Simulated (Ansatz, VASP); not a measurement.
**One calculation of Ba, two programs**

INCAR

```
SYSTEM = Ba
PREC = Accurate ; ENCUT = 500
EDIFF = 1E-6 ; ISMEAR = -1
SIGMA = 0.06 ; LREAL = .FALSE.
LASPH = .TRUE. ; NELM = 120
ALGO = Normal ; ISIF = 2
LWAVE = .FALSE. ; LCHARG = .FALSE.
GGA = PE ; NBANDS = 11
GGA_COMPAT = .FALSE.
```

File KPOINTS:

```
regular mesh
0
G
  4 4 4
  0 0 0
```

File POSCAR:

```
Ba
1.0
    3.9996500000      0.0000000000      0.0000000000
    0.0000000000      3.9996500000      0.0000000000
    0.0000000000      0.0000000000      3.6055390000
Ba
1
Direct
    0.5000000000      0.5000000000      0.5000000000
```

Contents of input.yaml:

```yaml
crystal:
  lattice:
    - [3.99965, 0.0, 0.0]
    - [0.0, 3.99965, 0.0]
    - [0.0, 0.0, 3.605539]
  atoms:
    - { symbol: Ba, position: [0.5, 0.5, 0.5] }
kpoints:
  mp_grid: { grid: [4, 4, 4] }
scf:
  occupations: { method: fermi_dirac, width: 0.06 }
hamiltonian:
  xc: pbe
  pseudopotentials: { kind: all_electron, lapw: { basis_error: 0.003 } }
output:
  forces: true
  stress: true
  eigenvalues: true
```

Alike in both runs: task single point; functional PBE; k mesh 4 × 4 × 4; occupations fermi-dirac, width 0.06 eV; no spin polarisation.

|  | VASP | Ansatz |
| --- | --- | --- |
| version | VASP 6.6.1 | Ansatz 0.2.0 |
| potentials or method | VASP PAW PBE potentials, release 64 (Ba_sv), cutoff 500 eV | all-electron LAPW, scalar-relativistic |

|  | VASP | Ansatz | Ansatz less VASP |
| --- | --- | --- | --- |
| gap on the k mesh at the Fermi level (eV) | none | none | - |
| pressure (GPa) | 0.5 | 0.3 | -0.20 |
| traceless stress, the component that is largest in VASP (GPa) | 2.59 | 2.52 | -0.072 |

A gap of «none» marks a metal or a gap that the smearing closes. Ansatz ran all-electron here, and VASP with PAW potentials.

The k mesh is coarse, so the values compare programs but aren't converged. Neither program's run includes spin-orbit coupling. Noted on Ansatz's run: the k mesh is thin for a metal, which can move the energy by tens of meV per atom.
